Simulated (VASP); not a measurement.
Here is a VASP 6.6.1 calculation.

The input INCAR:

```
PREC = Accurate
ENCUT = 1300
EDIFF = 1E-6
ISMEAR = 0
SIGMA = 0.05
LREAL = False
LASPH = True
NELM = 120
ALGO = Normal
ISIF = 2
LWAVE = False
LCHARG = False
NBANDS = 11
GGA_COMPAT = False
```

KPOINTS

```
regular mesh
0
Gamma
  12 12 12
```

File POSCAR:

```
C
1.0
    0.0000000000      1.7701845319      1.8893740141
    1.6377517739      0.0000000000      1.8893740141
    1.6377517739      1.7701845319      0.0000000000
C
2
Direct
    0.5000000000      0.5000000000      0.5000000000
    0.7500000000      0.7500000000      0.7500000000
```

Potentials or basis: VASP PAW LDA potentials, release 64 (C_h).

Command:

```sh
$ cat potpaw_LDA.64/C_h/POTCAR > POTCAR
$ mpirun -np 1 vasp_std > vasp.out
```

(1) Predict the band gap on the k mesh.

(2) Predict the pressure.

Results:

(1) 1.47 eV (least direct gap 3.85 eV).

(2) 3.7 GPa.

Caveat: the cell differs from its parent crystal (strain +e along x and -e along y -0.0375, strain +e along z and -e/2 along x and y +0.0700); the stress differs along the axes, from -67 to 68 GPa.
